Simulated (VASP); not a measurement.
# Ga (C2/c) in VASP: settings compared, part 2 of 2

VASP 6.6.1. The steps go on from the part before.

## Step 3: Single point, LDA

This run uses another cell than the first one, of 17.43 Å³/atom, 0.972 times its volume.

The input, INCAR:

```
PREC = Accurate
ENCUT = 520
EDIFF = 1E-7
ISMEAR = -1
SIGMA = 0.05
LREAL = F
LASPH = T
NELM = 100
ALGO = Fast
ISIF = 2
LWAVE = F
LCHARG = F
GGA = CA
NBANDS = 20
```

The input, KPOINTS:

```
regular mesh
0
Gamma
  10 10 8
```

The input, POSCAR:

```
Ga
1.0
    1.3547675884     -3.9443034667      0.0000000000
    1.3547675884      3.9443034667      0.0000000000
   -0.1150499344      0.0000000000      3.2619526240
Ga
2
Direct
    0.1310000000      0.8690000000      0.7500000000
    0.8690000000      0.1310000000      0.2500000000
```

Potentials or basis: VASP PAW LDA potentials, release 64 (Ga_d).

Launch:

```sh
$ cat potpaw_LDA.64/Ga_d/POTCAR > POTCAR
$ mpirun -np 1 vasp_std > vasp.out
```

OUTCAR:

```text
PREC = Accurate
   ENCUT = 520
   EDIFF = 1E-7
   ISMEAR = -1
   LREAL = F
   LASPH = T
   NELM = 100
   ISIF = 2
   GGA = CA

 ion  position               nearest neighbor table
   1  0.131  0.869  0.750-   2 2.63   2 2.63   2 2.80   2 2.80   2 2.86   2 2.86
   2  0.869  0.131  0.250-   1 2.63   1 2.63   1 2.80   1 2.80   1 2.86   1 2.86

  LATTYP: Found a base centered monoclinic cell.
 ALAT       =     2.7095351768
 B/A-ratio  =     2.9114244395
 C/A-ratio  =     1.2046276211
 COS(beta)  =    -0.0352483478

  Lattice vectors:

 A1 = (   1.3547675884,  -3.9443034667,   0.0000000000)
 A2 = (   1.3547675884,   3.9443034667,   0.0000000000)
 A3 = (  -0.1150499344,   0.0000000000,   3.2619526240)

Analysis of symmetry for initial positions (statically):
=====================================================================
 Subroutine PRICEL returns:
 Original cell was already a primitive cell.

 Routine SETGRP: Setting up the symmetry group for a
 base centered monoclinic supercell.

 Subroutine GETGRP returns: Found  4 space group operations
 (whereof  2 operations were pure point group operations)
 out of a pool of  4 trial point group operations.

The static configuration has the point symmetry S_2 .
 The point group associated with its full space group is C_2h.

Analysis of symmetry for dynamics (positions and initial velocities):
=====================================================================
 Subroutine PRICEL returns:
 Original cell was already a primitive cell.

 Routine SETGRP: Setting up the symmetry group for a
 base centered monoclinic supercell.

 Subroutine GETGRP returns: Found  4 space group operations
 (whereof  2 operations were pure point group operations)
 out of a pool of  4 trial point group operations.

The dynamic configuration has the point symmetry S_2 .
 The point group associated with its full space group is C_2h.

 Subroutine INISYM returns: Found  4 space group operations
 (whereof  2 operations are pure point group operations),
 and found     1 'primitive' translations

----------------------------------------------------------------------------------------

                                     Primitive cell

  volume of cell :      34.8612

  direct lattice vectors                    reciprocal lattice vectors
     1.354767588 -3.944303467  0.000000000     0.369066993 -0.126765094  0.013017091
     1.354767588  3.944303467  0.000000000     0.369066993  0.126765094  0.013017091
    -0.115049934  0.000000000  3.261952624     0.000000000  0.000000000  0.306564845

  length of vectors
     4.170482593  4.170482593  3.263980914     0.390447537  0.390447537  0.306564845

  position of ions in fractional coordinates (direct lattice)
     0.131000000  0.869000000  0.750000000
     0.869000000  0.131000000  0.250000000

  ion indices of the primitive-cell ions
   primitive index   ion index
                 1           1
                 2           2

----------------------------------------------------------------------------------------

 KPOINTS: regular mesh

Automatic generation of k-mesh.
 Grid dimensions read from file:
 generate k-points for:   10   10    8

 Generating k-lattice:

  Cartesian coordinates                     Fractional coordinates (reciprocal lattice)
     0.036906699 -0.012676509  0.001301709     0.100000000  0.000000000  0.000000000
     0.036906699  0.012676509  0.001301709     0.000000000  0.100000000  0.000000000
     0.000000000  0.000000000  0.038320606     0.000000000  0.000000000  0.125000000

  Length of vectors
     0.039044754  0.039044754  0.038320606

  Shift w.r.t. Gamma in fractional coordinates (k-lattice)
     0.000000000  0.000000000  0.000000000

 Subroutine IBZKPT returns following result:
 ===========================================

 Found    227 irreducible k-points:

 Following reciprocal coordinates:
            Coordinates               Weight
  0.000000  0.000000  0.000000      1.000000
  0.100000  0.000000 -0.000000      4.000000
  0.200000  0.000000 -0.000000      4.000000
  0.300000  0.000000  0.000000      4.000000
  0.400000 -0.000000  0.000000      4.000000
  0.500000  0.000000  0.000000      2.000000
[... 16 lines left out ...]
  0.300000  0.300000  0.000000      2.000000
  0.400000  0.300000  0.000000      4.000000
 [... further k-points ...]
   k-points           NKPTS =    227   k-points in BZ     NKDIM =    227   number of bands    NBANDS=     20
   number of dos      NEDOS =    301   number of ions     NIONS =      2
   total plane-waves  NPLWV =  24576
   dimension x,y,z NGX =    32 NGY =   32 NGZ =   24
   dimension x,y,z NGXF=    64 NGYF=   64 NGZF=   48
   ions per type =               2
   NGX,Y,Z   is equivalent  to a cutoff of  12.76, 12.76, 12.22 a.u.
   NGXF,Y,Z  is equivalent  to a cutoff of  25.51, 25.51, 24.45 a.u.
 SYSTEM =  unknown system
   PREC   = accura    normal or accurate (medium, high low for compatibility)
   ISTART =      0    job   : 0-new  1-cont  2-samecut
   ICHARG =      2    charge: 1-file 2-atom 10-const
   ISPIN  =      1    spin polarized calculation?
   LNONCOLLINEAR =      F non collinear calculations
   LSORBIT =      F    spin-orbit coupling
   LASPH  =      T    aspherical Exc in radial PAW
   ENCUT  =  520.0 eV  38.22 Ry    6.18 a.u.   7.75  7.75  6.07*2*pi/ulx,y,z
   NELM   =    100;   NELMIN=  2; NELMDL= -5     # of ELM steps
   EDIFF  = 0.1E-06   stopping-criterion for ELM
   LREAL  =      F    real-space projection
   EDIFFG = 0.1E-05   stopping-criterion for IOM
   NSW    =      0    number of steps for IOM
   IBRION =     -1    ionic relax: 0-MD 1-quasi-New 2-CG
   NFREE  =      0    steps in history (QN), initial steepest desc. (CG)
   ISIF   =      2    stress and relaxation
   ISYM   =      2    0-nonsym 1-usesym 2-fastsym
   POTIM  = 0.5000    time-step for ionic-motion
   TEBEG  =    0.0;   TEEND  =   0.0 temperature during run
   PSTRESS=    0.0 pullay stress
   NELECT =      26.0000    total number of electrons
   NUPDOWN=      -1.0000    fix difference up-down
   EMIN   =  10.00;   EMAX   =-10.00  energy-range for DOS
   EFERMI =   0.00;   METHOD = LEGACY
   ISMEAR =    -1;   SIGMA  =   0.05  broadening in eV -4-tet -1-fermi 0-gaus
   EFERMI_NEDOS =   21; number of points for ismear=-14 and -15
   IALGO  =     68    algorithm
   IMIX   =      4    mixing-type and parameters
     AMIX     =   0.40;   BMIX     =  1.00
     AMIX_MAG =   1.60;   BMIX_MAG =  1.00
  volume/ion in A,a.u.               =      17.43       117.63
  Fermi-wavevector in a.u.,A,eV,Ry     =   1.484630  2.805545 29.988976  2.204128
  Thomas-Fermi vector in A             =   2.598143
   LORBIT       =      0    0 simple, 1 ext, 2 COOP (PROOUT), +10 PAW based schemes
   GGA     = CA    functional components
   LHFCALC =     F    Hartree Fock is set to
   AEXX    =    0.0000 exact exchange contribution
   IVDW    =     0    specifies the selected vdW correction
   LEPSILON=     F    determine dielectric tensor
   LRPA    =     F    only Hartree local field effects (RPA)
 non-spin polarized calculation
 RMM-DIIS sequential band-by-band and
  energy-cutoff  :      520.00
  volume of cell :       34.86
 maximum number of plane-waves:       955
   NGX = 15   NGY = 15   NGZ = 13

 number of electron      26.0000015 magnetization

 Free energy of the ion-electron system (eV)
  ---------------------------------------------------
  ext. energy  EPLUGINS =         0.00000000
  ---------------------------------------------------
  free energy    TOTEN  =        -7.16597367 eV

  energy without entropy =       -7.16085196  energy(sigma->0) =       -7.16341281

 E-fermi :   5.9930     XC(G=0): -11.6914

 val. band max:        5.9857123934   @ k =  -0.2000   0.3000   0.3750
 cond. band min:       5.9941252213   @ k =   0.3000   0.1000   0.2500
 fundamental gap:      0.0084128279
 Fermi energy:         5.9930110081

 k-point     1 :       0.0000    0.0000    0.0000
  band No.  band energies     occupation
      1      -9.3421      2.00000
      2      -9.3350      2.00000
      3      -9.2907      2.00000
      4      -9.2707      2.00000
      5      -8.9453      2.00000
      6      -8.9428      2.00000
[... 12 lines left out ...]
     19      17.1588      0.00000
     20      19.5965      0.00000

 k-point     2 :       0.1000    0.0000   -0.0000
  band No.  band energies     occupation
      1      -9.3328      2.00000
      2      -9.3168      2.00000
      3      -9.2677      2.00000
      4      -9.2241      2.00000
      5      -8.9672      2.00000
      6      -8.9635      2.00000
[... 498 lines left out ...]
 k-point    24 :       0.4000    0.3000    0.0000
  band No.  band energies     occupation
      1      -9.2303      2.00000
      2      -9.2206      2.00000
      3      -9.1375      2.00000
      4      -9.1002      2.00000
      5      -9.0694      2.00000
      6      -9.0145      2.00000
[... 12 lines left out ...]
     19      16.0196      0.00000
     20      18.2511      0.00000

 [... further k-points ...]
[... 5 lines left out ...]
  --------------------------------------------------------------------------------------
  -------------------------------------------------------------------------------------
  Total        0.0688136     -0.0880661     -0.2344238      0.0000000      0.0000000      0.1156012
  in kB        3.1625858     -4.0474040    -10.7738164      0.0000000      0.0000000      5.3128806
  external PRESSURE =      -3.8862115 kB  Pullay stress =       0.0000000 kB

 VOLUME and BASIS-vectors are now :
 -----------------------------------------------------------------------------
  energy-cutoff  :      520.00
  volume of cell :       34.86
      direct lattice vectors                 reciprocal lattice vectors
     1.354767588 -3.944303467  0.000000000     0.369066993 -0.126765094  0.013017091
     1.354767588  3.944303467  0.000000000     0.369066993  0.126765094  0.013017091
    -0.115049934  0.000000000  3.261952624     0.000000000  0.000000000  0.306564845

 POSITION                                       TOTAL-FORCE (eV/Angst)
 -----------------------------------------------------------------------------------
      1.26848      2.91090      2.44646         0.000000     -0.208160     -0.000000
      1.32601     -2.91090      0.81549        -0.000000      0.208160      0.000000
 -----------------------------------------------------------------------------------
    total drift:                                0.000000      0.000000     -0.000000

  FREE ENERGIE OF THE ION-ELECTRON SYSTEM (eV)
  ---------------------------------------------------
  free  energy   TOTEN  =        -7.1659736652 eV

  energy  without entropy=       -7.1608519643  energy(sigma->0) =       -7.16341281
```

OSZICAR:

```text
N       E                     dE             d eps       ncg     rms          rms(c)
DAV:   1     0.131366406439E+03    0.13137E+03   -0.13220E+04  9644   0.250E+03
DAV:   2     0.420103311663E+01   -0.12717E+03   -0.12395E+03  9372   0.390E+02
DAV:   3    -0.708360532488E+01   -0.11285E+02   -0.11230E+02 10180   0.947E+01
DAV:   4    -0.725162918902E+01   -0.16802E+00   -0.16779E+00 10332   0.128E+01
DAV:   5    -0.725441797588E+01   -0.27888E-02   -0.27886E-02 10404   0.161E+00    0.156E+00
RMM:   6    -0.718319707840E+01    0.71221E-01   -0.10438E-01 12217   0.391E+00    0.772E-01
RMM:   7    -0.716749750074E+01    0.15700E-01   -0.28800E-02 12742   0.156E+00    0.213E-01
RMM:   8    -0.716591606566E+01    0.15814E-02   -0.53767E-03 13359   0.658E-01    0.223E-02
RMM:   9    -0.716596272001E+01   -0.46654E-04   -0.69518E-04 14302   0.287E-01    0.142E-02
RMM:  10    -0.716597142377E+01   -0.87038E-05   -0.13343E-04 14173   0.108E-01    0.282E-03
RMM:  11    -0.716597339754E+01   -0.19738E-05   -0.22246E-05 14478   0.404E-02    0.146E-03
RMM:  12    -0.716597363629E+01   -0.23875E-06   -0.27576E-06 12197   0.144E-02    0.386E-04
RMM:  13    -0.716597366524E+01   -0.28954E-07   -0.55027E-07  8526   0.673E-03
   1 F= -.71659737E+01 E0= -.71634128E+01  d E =-.512170E-02
```

It took 52 s on 1 thread of Intel Xeon 6975P-C (Granite Rapids), shared host; peak memory 0.23 GiB.

What came out:

```yaml
Free_energy: -7.1660 eV
Pressure: -0.4 GPa
Largest_force: 0.208 eV/Å
Band_gap_on_the_k_mesh: zero (band 13 reaches 10.11 eV, above the bottom of band 14 at 1.33 eV)
```

Forces in eV/Å, atoms in the order of the input:
```
Ga   0.000 -0.208  0.000
Ga   0.000  0.208  0.000
```

Stress tensor (GPa, compression positive):
```
 0.32  0.00  0.53
 0.00 -0.40  0.00
 0.53  0.00 -1.08
```
